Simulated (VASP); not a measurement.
# Si (a cell with a defect) in VASP: a series of runs, part 2 of 2

VASP 6.6.1. The steps go on from the part before.

**4. Single point, PBEsol**

File INCAR:

```
SYSTEM = Si
  PREC = Accurate
  ENCUT = 520
  EDIFF = 1E-6
  ISMEAR = 0
  SIGMA = 0.02
  LREAL = Auto
  LASPH = .True.
  NELM = 100
  ALGO = Normal
  ISIF = 2
  LWAVE = .False.
  LCHARG = .False.
  GGA = PS
  NBANDS = 83
```

File KPOINTS:

```
Automatic mesh
0
Gamma
  2 2 2
  0.5 0.5 0.5
```

File POSCAR:

```
Si
1.0
   -5.4338342764      5.4338342764     -5.4338342764
    5.4338342764     -5.4338342764     -5.4338342764
   -5.4338342764     -5.4338342764      5.4338342764
Si
31
Direct
    0.5000000666      0.0000000000      0.0147557868
    0.2524558958      1.0000000411      0.4967392936
    1.0000000411      1.0000000411      0.7500000539
    0.7467392809      0.7524557784      0.2499999873
    0.7467392809      1.0000000411      1.0024558577
    0.5000000666      0.7524558704      0.4967392936
    0.2532606682      0.7532607348      0.7557165514
    0.0000000000      0.5000000666      0.2499999873
    1.0057166307      0.7532607348      1.0032607221
    0.7475441453      0.4942834771      0.4975441580
    0.5000000666      0.5000000666      0.7500000539
    0.2524558038      0.2467393063      0.2499999873
    0.2532607603      0.5057165641      0.0032606810
    0.9942834516      0.2475441708      0.4975441580
    0.7475441453      0.2475441708      0.7442834644
    0.4999999746      0.2467393063      0.0024558165
    0.7352442671      0.2352442925      0.4852442798
    0.4999999746      0.2484649754      0.7502301860
    0.2515349991      0.2517652233      0.0015350118
    0.0002302242      0.0000000000      0.4984649627
    0.0002302242      0.2484649754      0.2499999873
    0.7484649500      0.0000000000      0.7502301860
    0.2515349991      0.7515349737      0.5017652106
    0.2647557741      0.0000000000      0.2500000793
   -0.0002302242      0.7482348178      0.7497698297
    0.7517651979      0.7515349737      0.0015350118
    0.4999999746      0.5002301987      0.4984649627
    0.5000000666      0.7647558406      0.2500000793
    0.2482347513      0.4997697504      0.7497697377
   -0.0002302242      0.4997697504     -0.0017652360
    0.7484649500      0.5002301987      0.2499999873
```

Potentials or basis: VASP PAW PBE potentials, release 64 (Si).

Launch:

```
$ cat potpaw_PBE.64/Si/POTCAR > POTCAR
$ mpirun -np 1 vasp_std > vasp.out
```

OUTCAR:

```text
SYSTEM = Si
   PREC = Accurate
   ENCUT = 520
   EDIFF = 1E-6
   ISMEAR = 0
   LREAL = Auto
   LASPH = .True.
   NELM = 100
   ISIF = 2
   GGA = PS

 ion  position               nearest neighbor table
   1  0.500  0.000  0.015-   5 2.36   7 2.36  16 2.36
   2  0.252  0.000  0.497-  18 2.35  23 2.35  24 2.36  20 2.38
   3  0.000  0.000  0.750-  19 2.37  25 2.37  22 2.37  20 2.37
   4  0.747  0.752  0.250-  26 2.35  20 2.35  28 2.36  31 2.38
   5  0.747  0.000  0.002-  21 2.35  26 2.35   1 2.36  22 2.38
   6  0.500  0.752  0.497-  22 2.35  23 2.35  28 2.36  27 2.38
   7  0.253  0.753  0.756-  25 2.35  29 2.35   1 2.36  23 2.38
   8  0.000  0.500  0.250-  30 2.37  23 2.37  31 2.37  21 2.37
   9  0.006  0.753  0.003-  25 2.35  30 2.35  24 2.36  26 2.38
  10  0.748  0.494  0.498-  27 2.35  31 2.35  17 2.36  25 2.38
  11  0.500  0.500  0.750-  26 2.37  18 2.37  27 2.37  29 2.37
  12  0.252  0.247  0.250-  27 2.35  19 2.35  24 2.36  21 2.38
  13  0.253  0.506  0.003-  29 2.35  30 2.35  28 2.36  19 2.38
  14  0.994  0.248  0.498-  21 2.35  20 2.35  17 2.36  29 2.38
  15  0.748  0.248  0.744-  18 2.35  22 2.35  17 2.36  30 2.38
  16  0.500  0.247  0.002-  31 2.35  19 2.35   1 2.36  18 2.38
  17  0.735  0.235  0.485-  14 2.36  15 2.36  10 2.36
[... 324 lines left out ...]
      3      -5.1081      2.00000
      4      -5.1081      2.00000
      5      -4.9142      2.00000
      6      -4.2707      2.00000
[... 66 lines left out ...]
     73       7.8114      0.00000
     74       7.9028      0.00000
 [bands above 74 left out]

------------------------ aborting loop because EDIFF is reached ----------------------------------------

  FORCE on cell =-STRESS in cart. coord.  units (eV):
  Direction    XX          YY          ZZ          XY          YZ          ZX
  --------------------------------------------------------------------------------------
  -------------------------------------------------------------------------------------
  Total       -6.0639140     -6.0639140     -6.0639140      0.0000000      0.0000000      0.0000000
  in kB      -15.1385562    -15.1385562    -15.1385562      0.0000000      0.0000000      0.0000000
  external PRESSURE =     -15.1385562 kB  Pullay stress =       0.0000000 kB

 VOLUME and BASIS-vectors are now :
 -----------------------------------------------------------------------------
  energy-cutoff  :      520.00
  volume of cell :      641.77
      direct lattice vectors                 reciprocal lattice vectors
    -5.433834276  5.433834276 -5.433834276    -0.092016056  0.000000000 -0.092016056
     5.433834276 -5.433834276 -5.433834276     0.000000000 -0.092016056 -0.092016056
    -5.433834276 -5.433834276  5.433834276    -0.092016056 -0.092016056  0.000000000

 POSITION                                       TOTAL-FORCE (eV/Angst)
 -----------------------------------------------------------------------------------
     -2.79710      2.63674     -2.63674        -0.016776     -0.016776      0.016776
     -4.07100     -1.32740      1.32740        -0.012369     -0.015834      0.015834
     -4.07538     -4.07538      4.07538        -0.000000     -0.000000      0.000000
     -1.32740     -1.38952     -6.78792        -0.015834      0.015834     -0.012369
     -4.07100      4.04431     -4.04431        -0.012369      0.015834     -0.015834
     -1.32740     -4.07100     -4.10644        -0.015834     -0.012369      0.015834
[... 23 lines left out ...]
     -8.14116     -2.70733     -2.72401         0.004381      0.004381      0.014774
     -2.70733     -0.00959     -5.42674         0.004381     -0.004381     -0.014774
 -----------------------------------------------------------------------------------
    total drift:                               -0.000591     -0.000195     -0.000532

  FREE ENERGIE OF THE ION-ELECTRON SYSTEM (eV)
  ---------------------------------------------------
  free  energy   TOTEN  =      -174.2515976753 eV

  energy  without entropy=     -174.2409973977  energy(sigma->0) =     -174.24629754
```

Wall time 6.5 min (1 thread of AMD EPYC 7R13, shared host); peak memory 0.62 GiB.

Results:

```
Free energy            : -174.2516 eV
Pressure               : -1.5 GPa
Largest force          : 0.029 eV/Å
Band gap on the k mesh : zero (band 62 reaches 5.87 eV, above the bottom of band 63 at 5.70 eV)
```

Forces in eV/Å, atoms in the order of the input:
```
Si  -0.017 -0.017  0.017
Si  -0.012 -0.016  0.016
Si   0.000  0.000  0.000
Si  -0.016  0.016 -0.012
Si  -0.012  0.016 -0.016
Si  -0.016 -0.012  0.016
Si   0.016  0.016  0.012
Si   0.000  0.000  0.000
Si   0.016  0.012  0.016
Si   0.012 -0.016 -0.016
Si   0.000  0.000  0.000
Si   0.016 -0.016 -0.012
Si   0.012  0.016  0.016
Si  -0.016  0.012 -0.016
Si  -0.016 -0.016  0.012
Si   0.016 -0.012 -0.016
Si   0.017  0.017  0.017
Si  -0.004 -0.015  0.004
Si   0.015 -0.004 -0.004
Si  -0.015  0.004 -0.004
Si  -0.004  0.004 -0.015
Si  -0.015 -0.004  0.004
Si  -0.004 -0.004  0.015
Si  -0.017  0.017 -0.017
Si   0.015  0.004  0.004
Si  -0.004  0.015 -0.004
Si   0.004 -0.015 -0.004
Si   0.017 -0.017 -0.017
Si   0.004  0.015  0.004
Si   0.004  0.004  0.015
Si   0.004 -0.004 -0.015
```

Levels at points of the mesh, in eV from the Fermi level:
```csv
k point,band 59,band 60,band 61,band 62,band 63,band 64
"(0.25, 0.25, 0.25)",-0.94,-0.93,-0.93,0.18,0.18,0.18
```

Caveat: the k points lie up to 0.41 Å⁻¹ apart; the PAW data sets were made with another functional, which shifts forces and pressure a little.
